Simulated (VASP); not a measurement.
# Lu (Fm-3m) in VASP: a series of runs

Lu is run at these levels: PBEsol; tasks: single point, relaxation of cell and atoms.

Everything below comes from runs of VASP 6.6.1. Logs are shortened: lines on timing, memory, paths and dates and some standing lists are left out, and cuts for length are marked.

## (1) The cell of the first run

The structure is cubic, space group Fm-3m (No. 225). The conventional cell has a = 4.754 Å, b = 4.754 Å, c = 4.754 Å, α = 90.00°, β = 90.00°, γ = 90.00°. Within 4.4 Å of Lu (site symmetry m-3m) lie 12 Lu at 3.36 Å.

This isn't the form of Lu at room conditions, which is hcp.

## (2) Single point, PBEsol

Input file INCAR:

```
ALGO = Normal ; EDIFF = 1E-6
ENCUT = 600 ; GGA = PS
GGA_COMPAT = F ; ISIF = 2
ISMEAR = 1 ; LASPH = T
LCHARG = F ; LREAL = F
LWAVE = F ; NBANDS = 18
NELM = 120 ; PREC = Accurate
SIGMA = 0.1
```

Input file KPOINTS:

```
k-points
0
Gamma
  8 8 8
```

Input file POSCAR:

```
Lu
1.0
    0.0000000000      2.3770193606      2.3770193606
    2.3770193606      0.0000000000      2.3770193606
    2.3770193606      2.3770193606      0.0000000000
Lu
1
Direct
    0.0000000000      0.0000000000      0.0000000000
```

Potentials or basis: VASP PAW PBE potentials, release 64 (Lu).

Command:

```console
> cat potpaw_PBE.64/Lu/POTCAR > POTCAR
> mpirun -np 1 vasp_std > vasp.out
```

OUTCAR:

```text
EDIFF = 1E-6
   ENCUT = 600
   GGA = PS
   ISIF = 2
   ISMEAR = 1
   LASPH = T
   LREAL = F
   NELM = 120
   PREC = Accurate

 ion  position               nearest neighbor table
   1  0.000  0.000  0.000-

  LATTYP: Found a face centered cubic cell.
 ALAT       =     4.7540387212

  Lattice vectors:

 A1 = (   0.0000000000,   2.3770193606,   2.3770193606)
 A2 = (   2.3770193606,   0.0000000000,   2.3770193606)
 A3 = (   2.3770193606,   2.3770193606,   0.0000000000)

Analysis of symmetry for initial positions (statically):
=====================================================================
 Subroutine PRICEL returns:
 Original cell was already a primitive cell.

 Routine SETGRP: Setting up the symmetry group for a
 face centered cubic supercell.

 Subroutine GETGRP returns: Found 48 space group operations
 (whereof 48 operations were pure point group operations)
 out of a pool of 48 trial point group operations.

The static configuration has the point symmetry O_h .

Analysis of symmetry for dynamics (positions and initial velocities):
=====================================================================
 Subroutine PRICEL returns:
 Original cell was already a primitive cell.

 Routine SETGRP: Setting up the symmetry group for a
 face centered cubic supercell.

 Subroutine GETGRP returns: Found 48 space group operations
 (whereof 48 operations were pure point group operations)
 out of a pool of 48 trial point group operations.

The dynamic configuration has the point symmetry O_h .

 Subroutine INISYM returns: Found 48 space group operations
 (whereof 48 operations are pure point group operations),
 and found     1 'primitive' translations

----------------------------------------------------------------------------------------

                                     Primitive cell

  volume of cell :      26.8614

  direct lattice vectors                    reciprocal lattice vectors
     0.000000000  2.377019361  2.377019361    -0.210347466  0.210347466  0.210347466
     2.377019361  0.000000000  2.377019361     0.210347466 -0.210347466  0.210347466
     2.377019361  2.377019361  0.000000000     0.210347466  0.210347466 -0.210347466

  length of vectors
     3.361613018  3.361613018  3.361613018     0.364332499  0.364332499  0.364332499

  position of ions in fractional coordinates (direct lattice)
     0.000000000  0.000000000  0.000000000

  ion indices of the primitive-cell ions
   primitive index   ion index
                 1           1

----------------------------------------------------------------------------------------

 KPOINTS: k-points

Automatic generation of k-mesh.
 Grid dimensions read from file:
 generate k-points for:    8    8    8

 Generating k-lattice:

  Cartesian coordinates                     Fractional coordinates (reciprocal lattice)
    -0.026293433  0.026293433  0.026293433     0.125000000  0.000000000  0.000000000
     0.026293433 -0.026293433  0.026293433     0.000000000  0.125000000  0.000000000
     0.026293433  0.026293433 -0.026293433     0.000000000  0.000000000  0.125000000

  Length of vectors
     0.045541562  0.045541562  0.045541562

  Shift w.r.t. Gamma in fractional coordinates (k-lattice)
     0.000000000  0.000000000  0.000000000

 Subroutine IBZKPT returns following result:
 ===========================================

 Found     29 irreducible k-points:

 Following reciprocal coordinates:
            Coordinates               Weight
  0.000000  0.000000  0.000000      1.000000
  0.125000  0.000000  0.000000      8.000000
  0.250000  0.000000  0.000000      8.000000
  0.375000  0.000000  0.000000      8.000000
  0.500000  0.000000  0.000000      4.000000
  0.125000  0.125000  0.000000      6.000000
[... 16 lines left out ...]
  0.500000  0.250000  0.125000     48.000000
 -0.375000  0.250000  0.125000     24.000000
 [... further k-points ...]
   k-points           NKPTS =     29   k-points in BZ     NKDIM =     29   number of bands    NBANDS=     18
   number of dos      NEDOS =    301   number of ions     NIONS =      1
   total plane-waves  NPLWV =  21952
   dimension x,y,z NGX =    28 NGY =   28 NGZ =   28
   dimension x,y,z NGXF=    56 NGYF=   56 NGZF=   56
   ions per type =               1
   NGX,Y,Z   is equivalent  to a cutoff of  13.85, 13.85, 13.85 a.u.
   NGXF,Y,Z  is equivalent  to a cutoff of  27.69, 27.69, 27.69 a.u.
 SYSTEM =  unknown system
   PREC   = accura    normal or accurate (medium, high low for compatibility)
   ISTART =      0    job   : 0-new  1-cont  2-samecut
   ICHARG =      2    charge: 1-file 2-atom 10-const
   ISPIN  =      1    spin polarized calculation?
   LNONCOLLINEAR =      F non collinear calculations
   LSORBIT =      F    spin-orbit coupling
   LASPH  =      T    aspherical Exc in radial PAW
   ENCUT  =  600.0 eV  44.10 Ry    6.64 a.u.   6.71  6.71  6.71*2*pi/ulx,y,z
   NELM   =    120;   NELMIN=  2; NELMDL= -5     # of ELM steps
   EDIFF  = 0.1E-05   stopping-criterion for ELM
   LREAL  =      F    real-space projection
   EDIFFG = 0.1E-04   stopping-criterion for IOM
   NSW    =      0    number of steps for IOM
   IBRION =     -1    ionic relax: 0-MD 1-quasi-New 2-CG
   NFREE  =      0    steps in history (QN), initial steepest desc. (CG)
   ISIF   =      2    stress and relaxation
   ISYM   =      2    0-nonsym 1-usesym 2-fastsym
   POTIM  = 0.5000    time-step for ionic-motion
   TEBEG  =    0.0;   TEEND  =   0.0 temperature during run
   PSTRESS=    0.0 pullay stress
   NELECT =      25.0000    total number of electrons
   NUPDOWN=      -1.0000    fix difference up-down
   EMIN   =  10.00;   EMAX   =-10.00  energy-range for DOS
   EFERMI =   0.00;   METHOD = LEGACY
   ISMEAR =     1;   SIGMA  =   0.10  broadening in eV -4-tet -1-fermi 0-gaus
   EFERMI_NEDOS =   21; number of points for ismear=-14 and -15
   IALGO  =     38    algorithm
   IMIX   =      4    mixing-type and parameters
     AMIX     =   0.40;   BMIX     =  1.00
     AMIX_MAG =   1.60;   BMIX_MAG =  1.00
  volume/ion in A,a.u.               =      26.86       181.27
  Fermi-wavevector in a.u.,A,eV,Ry     =   1.598375  3.020492 34.760217  2.554804
  Thomas-Fermi vector in A             =   2.695835
   LORBIT       =      0    0 simple, 1 ext, 2 COOP (PROOUT), +10 PAW based schemes
   GGA     = PS    functional components
   LHFCALC =     F    Hartree Fock is set to
   AEXX    =    0.0000 exact exchange contribution
   IVDW    =     0    specifies the selected vdW correction
   LEPSILON=     F    determine dielectric tensor
   LRPA    =     F    only Hartree local field effects (RPA)
 non-spin polarized calculation
 Methfessel and Paxton  Order N= 1 SIGMA  =   0.10
  energy-cutoff  :      600.00
  volume of cell :       26.86
 maximum number of plane-waves:       934
   NGX = 13   NGY = 13   NGZ = 13

 number of electron      24.9999995 magnetization

 Free energy of the ion-electron system (eV)
  ---------------------------------------------------
  ext. energy  EPLUGINS =         0.00000000
  ---------------------------------------------------
  free energy    TOTEN  =        -4.92234712 eV

  energy without entropy =       -4.92193153  energy(sigma->0) =       -4.92220859

 E-fermi :   2.4706     XC(G=0): -11.1713

 val. band max:        2.3020237723   @ k =   0.3750   0.2500   0.0000
 cond. band min:       2.5191067147   @ k =   0.5000   0.2500   0.1250
 fundamental gap:      0.2170829424
 Fermi energy:         2.4705832071

 k-point     1 :       0.0000    0.0000    0.0000
  band No.  band energies     occupation
      1     -53.5807      2.00000
      2     -23.9418      2.00000
      3     -23.9418      2.00000
      4     -23.9418      2.00000
      5      -3.8393      2.00000
      6      -2.4355      2.00000
[... 10 lines left out ...]
     17       7.3661      0.00000
     18      13.1060      0.00000

 k-point     2 :       0.1250    0.0000    0.0000
  band No.  band energies     occupation
      1     -53.5744      2.00000
      2     -24.0427      2.00000
      3     -23.9546      2.00000
      4     -23.9546      2.00000
      5      -3.3736      2.00000
      6      -2.4257      2.00000
[... 10 lines left out ...]
     17       7.1423      0.00000
     18      14.0509      0.00000

 k-point     3 :       0.2500    0.0000    0.0000
  band No.  band energies     occupation
      1     -53.5591      2.00000
      2     -24.2786      2.00000
      3     -23.9855      2.00000
      4     -23.9855      2.00000
      5      -2.4097      2.00000
      6      -2.3734      2.00000
[... 10 lines left out ...]
     17       7.3284      0.00000
     18      12.9590      0.00000

 k-point     4 :       0.3750    0.0000    0.0000
  band No.  band energies     occupation
      1     -53.5438      2.00000
      2     -24.5043      2.00000
      3     -24.0161      2.00000
      4     -24.0161      2.00000
      5      -2.4139      2.00000
      6      -2.3656      2.00000
[... 10 lines left out ...]
     17       8.5123      0.00000
     18      11.7881      0.00000

 k-point     5 :       0.5000    0.0000    0.0000
  band No.  band energies     occupation
      1     -53.5375      2.00000
      2     -24.5951      2.00000
      3     -24.0287      2.00000
      4     -24.0287      2.00000
      5      -2.4183      2.00000
      6      -2.3768      2.00000
[... 10 lines left out ...]
     17       9.3223      0.00000
     18      11.3686      0.00000

 k-point     6 :       0.1250    0.1250    0.0000
  band No.  band energies     occupation
      1     -53.5723      2.00000
      2     -24.0403      2.00000
      3     -23.9767      2.00000
      4     -23.9767      2.00000
      5      -3.2184      2.00000
      6      -2.4217      2.00000
[... 307 lines left out ...]
 k-point    21 :       0.5000    0.5000    0.0000
  band No.  band energies     occupation
      1     -53.5233      2.00000
      2     -24.5538      2.00000
      3     -24.1765      2.00000
      4     -24.1765      2.00000
      5      -2.3709      2.00000
      6      -2.3560      2.00000
[... 10 lines left out ...]
     17       9.9060      0.00000
     18      11.4178      0.00000

 k-point    22 :       0.3750    0.2500    0.1250
  band No.  band energies     occupation
      1     -53.5478      2.00000
      2     -24.3343      2.00000
      3     -24.1063      2.00000
      4     -24.0259      2.00000
      5      -2.3794      2.00000
      6      -2.3774      2.00000
[... 10 lines left out ...]
     17       8.8545      0.00000
     18      14.1019      0.00000

 k-point    23 :       0.5000    0.2500    0.1250
  band No.  band energies     occupation
      1     -53.5355      2.00000
      2     -24.4544      2.00000
      3     -24.1786      2.00000
      4     -24.0631      2.00000
      5      -2.3865      2.00000
      6      -2.3764      2.00000
[... 10 lines left out ...]
     17       9.9328      0.00000
     18      11.8713      0.00000

 k-point    24 :      -0.3750    0.2500    0.1250
  band No.  band energies     occupation
      1     -53.5304      2.00000
      2     -24.5055      2.00000
      3     -24.2014      2.00000
      4     -24.0833      2.00000
      5      -2.3884      2.00000
      6      -2.3848      2.00000
[... 10 lines left out ...]
     17      10.2423      0.00000
     18      10.5583      0.00000

 [... further k-points ...]

------------------------ aborting loop because EDIFF is reached ----------------------------------------

  FORCE on cell =-STRESS in cart. coord.  units (eV):
  Direction    XX          YY          ZZ          XY          YZ          ZX
  --------------------------------------------------------------------------------------
  -------------------------------------------------------------------------------------
  Total        0.0521746      0.0521746      0.0521746     -0.0000000      0.0000000      0.0000000
  in kB        3.1120165      3.1120165      3.1120165     -0.0000000      0.0000000      0.0000000
  external PRESSURE =       3.1120165 kB  Pullay stress =       0.0000000 kB

 VOLUME and BASIS-vectors are now :
 -----------------------------------------------------------------------------
  energy-cutoff  :      600.00
  volume of cell :       26.86
      direct lattice vectors                 reciprocal lattice vectors
     0.000000000  2.377019361  2.377019361    -0.210347466  0.210347466  0.210347466
     2.377019361  0.000000000  2.377019361     0.210347466 -0.210347466  0.210347466
     2.377019361  2.377019361  0.000000000     0.210347466  0.210347466 -0.210347466

 POSITION                                       TOTAL-FORCE (eV/Angst)
 -----------------------------------------------------------------------------------
      0.00000      0.00000      0.00000         0.000000      0.000000      0.000000
 -----------------------------------------------------------------------------------
    total drift:                               -0.000000     -0.000000     -0.000000

  FREE ENERGIE OF THE ION-ELECTRON SYSTEM (eV)
  ---------------------------------------------------
  free  energy   TOTEN  =        -4.9223471170 eV

  energy  without entropy=       -4.9219315288  energy(sigma->0) =       -4.92220859
```

Wall time 38 s (1 thread of Intel Xeon 8259CL, shared host); peak memory 0.18 GiB.

What came out:

```
Free energy            : -4.9223 eV
Pressure               : 0.3 GPa
Band gap on the k mesh : zero (an odd number of electrons rules out a gap without spin polarisation)
```

Levels at points of the mesh, in eV from the Fermi level:
| k point | band 8 | band 9 | band 10 | band 11 | band 12 | band 13 | band 14 | band 15 | band 16 | band 17 |
| --- | --- | --- | --- | --- | --- | --- | --- | --- | --- | --- |
| (0.00, 0.00, 0.00) | -4.84 | -4.84 | -4.75 | -4.75 | -4.75 | 2.28 | 2.28 | 2.28 | 4.90 | 4.90 |
| (0.50, 0.00, 0.00) | -4.79 | -4.77 | -4.77 | -4.74 | -2.76 | 0.56 | 2.05 | 2.05 | 6.85 | 6.85 |
| (0.50, 0.50, 0.00) | -4.81 | -4.78 | -4.78 | -4.78 | -2.26 | -1.02 | 2.28 | 6.87 | 7.44 | 7.44 |

Caveat: the PAW data sets were made with another functional, which shifts forces and pressure a little; spin-orbit coupling is left out, which moves the levels of the heavy elements.

(Continued in part 2 of 2.)

The gap in the log of VASP goes by the Fermi energy; the results here count the filled bands.